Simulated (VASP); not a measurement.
Runs of VASP 6.6.1 on BiRu (rocksalt type). The structure is that of space group Fm-3m (No. 225), or close to it. The cells are those of the table. 

```tsv
level	U	cell	smearing	gap on the mesh (eV)	pressure (GPa)
LDA	-	a = 3.836 Å, angles 60.0°, 2 atoms	fermi-dirac 0.08 eV	none	0.4
LDA	-	a = 3.045 Å, angles 60.0°, 2 atoms	fermi-dirac 0.08 eV	none	(b)
LDA	-	a = 3.406 Å, angles 60.0°, 2 atoms	fermi-dirac 0.08 eV	none	(a)
LDA	-	a = 3.561 Å, angles 60.0°, 2 atoms	fermi-dirac 0.08 eV	none	55.8
LDA+U	Ru d U = 3.0 eV	a = 3.561 Å, angles 60.0°, 2 atoms	gaussian 0.001 eV	none	51.8
```

Alike in all rows: task single point; potentials or basis VASP PAW LDA potentials, release 64 (Ru_pv, Bi_d); no spin polarisation; k mesh 13 × 13 × 13; cutoff (eV) 520.

Question: Fill in the values left out.

Answer: (a) 123.5; (b) 538.2.

Caveats: spin-orbit coupling is left out, which moves the levels of the heavy elements; the cell stands under pressure (at least some runs); U without spin polarisation on a metal has little footing (at least some runs); the U is typed as a test and isn't derived for this compound (at least some runs).

A k mesh can miss the band edges, and the runs leave out spin-orbit coupling on Bi, Ru.

A gap of «none» marks levels without a gap at the run's occupations.
